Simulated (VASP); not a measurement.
Wanted: the native input for a VASP 6.6.1 run.

```
Task                   : single point
Functional             : PBE
Potentials or basis    : VASP PAW PBE potentials, release 64 (Al, Cu)
Cutoff                 : 520 eV
k mesh                 : 10 × 10 × 10
Occupations            : gaussian, width 0.15 eV
Spin                   : no spin polarisation
Dipole correction      : no
Further INCAR settings : ALGO = Fast; EDIFF = 1e-06; NBANDS = 26
```

The structure of Al2Cu lies in POSCAR:

```
Al2Cu
1.0
   -2.9051000000      2.9051000000      2.4412820339
    2.9051000000     -2.9051000000      2.4412820339
    2.9051000000      2.9051000000     -2.4412820339
Al Cu
4 2
Direct
    0.1587211657      0.6587211657      0.8174423314
    0.6587211657      0.8412788343      0.5000000000
    0.8412788343      0.3412788343      0.1825576686
    0.3412788343      0.1587211657      0.5000000000
    0.7500000000      0.7500000000      0.0000000000
    0.2500000000      0.2500000000      0.0000000000
```

These files were run (other wordings do the same):

INCAR

```
PREC = Accurate
ENCUT = 520
EDIFF = 1E-6
ISMEAR = 0
SIGMA = 0.15
LREAL = F
LASPH = T
NELM = 60
ALGO = Fast
ISIF = 2
LWAVE = F
LCHARG = T
GGA = PE
LELF = T
LVHAR = T
NBANDS = 26
```

KPOINTS

```
Automatic mesh
0
Gamma
  10 10 10
```

Potentials or basis: VASP PAW PBE potentials, release 64 (Al, Cu).

The run is started by

```sh
$ cat potpaw_PBE.64/Al/POTCAR potpaw_PBE.64/Cu/POTCAR > POTCAR
$ mpirun -np 1 vasp_std > vasp.out
```

Results of the run:

| Item | Value |
| --- | --- |
| Pressure | 10.2 GPa |
| Largest force | 0.082 eV/Å |
| Band gap on the k mesh | zero (band 17 reaches 11.39 eV, above the bottom of band 18 at 7.24 eV) |

It took 2.4 min on 1 thread of AMD EPYC 9R45 96-Core Processor (Zen 5) (shared host), peak memory 0.3 GiB.
